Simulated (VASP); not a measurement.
Here is a VASP 6.6.1 calculation.

INCAR

```
SYSTEM = HgPt3
PREC     = Accurate       ! precision mode
ENCUT    = 520            ! plane-wave cutoff, eV
EDIFF    = 1E-6           ! SCF threshold, eV
ISMEAR   = 0              ! smearing method
SIGMA    = 0.1            ! smearing width, eV
LREAL    = .False.        ! projectors in reciprocal space
LASPH    = .True.         ! aspherical terms in the spheres
NELM     = 100            ! most SCF steps
ALGO     = Normal         ! electronic algorithm
ISIF     = 2              ! what is computed and relaxed
LWAVE    = .False.        ! write WAVECAR
LCHARG   = .True.         ! write CHGCAR
GGA      = CA             ! functional
LELF     = .True.         ! ELF
LVHAR    = .True.       
NBANDS   = 29             ! bands
```

KPOINTS

```
Automatic mesh
0
Gamma
  10 10 10
  0 0 0
```

Contents of POSCAR:

```
HgPt3
1.0
    3.9726881452      0.0000000000      0.0000000000
    0.0000000000      3.9726881452      0.0000000000
    0.0000000000      0.0000000000      3.9726881452
Hg Pt
1 3
Direct
    0.0000000000      0.0000000000      0.0000000000
    0.0000000000      0.5000000000      0.5000000000
    0.5000000000      0.5000000000      0.0000000000
    0.5000000000      0.0000000000      0.5000000000
```

Potentials or basis: VASP PAW LDA potentials, release 64 (Hg, Pt).

Launch:

```sh
$ cat potpaw_LDA.64/Hg/POTCAR potpaw_LDA.64/Pt/POTCAR > POTCAR
$ mpirun -np 1 vasp_std > vasp.out
```

Problem. Estimate the pressure.

Solution. 1.8 GPa.

Problem. Predict the band gap on the k mesh.

Solution. Zero (bands 21 and 22 overlap by 0.96 eV).

Caveat: spin-orbit coupling is left out, which moves the levels of the heavy elements.
